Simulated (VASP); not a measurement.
Write the native input for VASP 6.6.1 that does the following.

```yaml
Task: single point
Functional: PBEsol
Potentials_or_basis: VASP PAW PBE potentials, release 64 (Hf_pv, N)
Cutoff: 600 eV
k_mesh: 14 × 14 × 14
Occupations: gaussian, width 0.15 eV
Spin: no spin polarisation
Dipole_correction: no
Further_INCAR_settings: ALGO = Normal; EDIFF = 1e-06; NBANDS = 14
```

The structure of HfN lies in POSCAR:

```
HfN
1.0
    0.0000000000      2.2507757578      2.2507757578
    2.2507757578      0.0000000000      2.2507757578
    2.2507757578      2.2507757578      0.0000000000
Hf N
1 1
Direct
   -0.0259066622      0.0314419822     -0.0149921022
    0.5259066622      0.4685580178      0.5149921022
```

This cell differs from its parent crystal: all N atoms moved 0.2 Å in one direction.

These files were run (other wordings do the same):

INCAR

```
SYSTEM = HfN
PREC = Accurate ; ENCUT = 600
EDIFF = 1E-6 ; ISMEAR = 0
SIGMA = 0.15 ; LREAL = .FALSE.
LASPH = .TRUE. ; NELM = 120
ALGO = Normal ; ISIF = 2
LWAVE = .FALSE. ; LCHARG = .FALSE.
GGA = PS ; NBANDS = 14
GGA_COMPAT = .FALSE.
```

KPOINTS

```
Automatic mesh
0
G
  14 14 14
  0 0 0
```

Potentials or basis: VASP PAW PBE potentials, release 64 (Hf_pv, N).

Run with:

```bash
$ cat potpaw_PBE.64/Hf_pv/POTCAR potpaw_PBE.64/N/POTCAR > POTCAR
$ mpirun -np 1 vasp_std > vasp.out
```

It gave:

```json
{
 "Pressure": "3.4 GPa",
 "Largest force": "2.462 eV/Å",
 "Band gap on the k mesh": "zero (an odd number of electrons rules out a gap without spin polarisation)"
}
```

Caveat: the cell differs from its parent crystal (all N atoms moved 0.2 Å in one direction); the stress differs along the axes, from -2 to 12 GPa; the PAW data sets were made with another functional, which shifts forces and pressure a little; spin-orbit coupling is left out, which moves the levels of the heavy elements; an odd number of electrons without spin polarisation forces a metal; a magnetic or distorted state may lie lower.

It took 14 min on 1 thread of Oxide Virtual Turin-like Processor (shared host), peak memory 0.61 GiB.
